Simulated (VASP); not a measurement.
Crystal: Al2Cu.

```
Al Cu
1.0
     4.10518    0.00000    0.00000
     0.00000    4.10518    0.00000
     0.00000    0.00000    2.89131
Al Cu
2 1
Direct
  0.50000 0.00000 0.50000
  0.00000 0.50000 0.50000
  0.00000 0.00000 0.00000
```

- Program: VASP 6.6.1
- Task: relaxation of cell and atoms
- Functional: PBEsol
- Potentials or basis: VASP PAW PBE potentials, release 64 (Al, Cu)
- Cutoff: 600 eV
- k mesh: 10 × 10 × 14
- Occupations: gaussian, width 0.1 eV
- Spin: no spin polarisation

At the start: pressure -2.2 GPa; volume 16.24 Å³/atom.

Task: How do energy, volume and symmetry change on relaxing?

Result: Over 6 steps the energy falls by 2.9 meV/atom and the volume is 15.87 Å³/atom (-2.3 %); space group P4/mmm (No. 123, to 0.1 Å) before and after.

The path:
| step | energy change (eV) | largest force (eV/Å) | pressure (GPa) | volume (Å³) |
| --- | --- | --- | --- | --- |
| 1 | 0.0000 | 0.0000 | -2.23 | 48.73 |
| 2 | -0.0070 | 0.0000 | 0.98 | 47.15 |
| 3 | -0.0082 | 0.0000 | 0.01 | 47.59 |
| 4 | -0.0082 | 0.0000 | 0.07 | 47.57 |
| 5 | -0.0085 | 0.0000 | 0.04 | 47.59 |
| 6 | -0.0086 | 0.0000 | 0.01 | 47.60 |

Final structure:
```
Al Cu
1.0
     4.08635    0.00000    0.00000
     0.00000    4.08635    0.00000
     0.00000    0.00000    2.85069
Al Cu
2 1
Cartesian
  2.0432 0.0000 1.4253
  0.0000 2.0432 1.4253
  0.0000 0.0000 0.0000
```

Caveat: the highest band is partly filled, so the run has too few bands; the PAW data sets were made with another functional, which shifts forces and pressure a little.
